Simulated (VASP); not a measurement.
# Ba: single point with PBE

Ba:

```
CELL_PARAMETERS angstrom
5.90328 0.00000 0.00000
-2.95164 5.11239 0.00000
0.00000 0.00000 7.47562
ATOMIC_POSITIONS crystal
Ba 0.00000 0.00000 0.00000
Ba 0.00000 0.00000 0.50000
Ba 0.66667 0.33333 0.50000
```

```yaml
Program: VASP 6.6.1
Task: single point
Functional: PBE
Potentials_or_basis: VASP PAW PBE potentials, release 64 (Ba_sv)
Cutoff: 520 eV
k_mesh: 3 × 3 × 4
Occupations: gaussian, width 0.1 eV
Spin: no spin polarisation
Dipole_correction: no
Further_INCAR_settings: ALGO = Normal; EDIFF = 1e-07; NBANDS = 22
```

- Pressure: 0.2 GPa
- Band gap on the k mesh: zero (band 15 reaches 1.38 eV, above the bottom of band 16 at 0.68 eV)

Stress tensor (GPa, compression positive):
```
0.11 0.00 0.00
0.00 0.11 0.00
0.00 0.00 0.51
```

Levels at points of the mesh, in eV from the Fermi level:
| k point | band 10 | band 11 | band 12 | band 13 | band 14 | band 15 | band 16 | band 17 | band 18 | band 19 |
| --- | --- | --- | --- | --- | --- | --- | --- | --- | --- | --- |
| (0.00, 0.00, 0.00) | -13.72 | -13.67 | -13.67 | -2.11 | -0.20 | 0.14 | 0.14 | 0.32 | 1.17 | 1.17 |
| (0.00, 0.00, 0.50) | -13.98 | -13.67 | -13.67 | -1.36 | -0.98 | 0.58 | 0.58 | 0.79 | 1.27 | 1.27 |

Run time: 38 s on 1 thread of AMD EPYC 9R45 96-Core Processor (Zen 5) (shared host), peak memory 0.3 GiB.

Caveat: the k points lie up to 0.41 Å⁻¹ apart; spin-orbit coupling is left out, which moves the levels of the heavy elements.
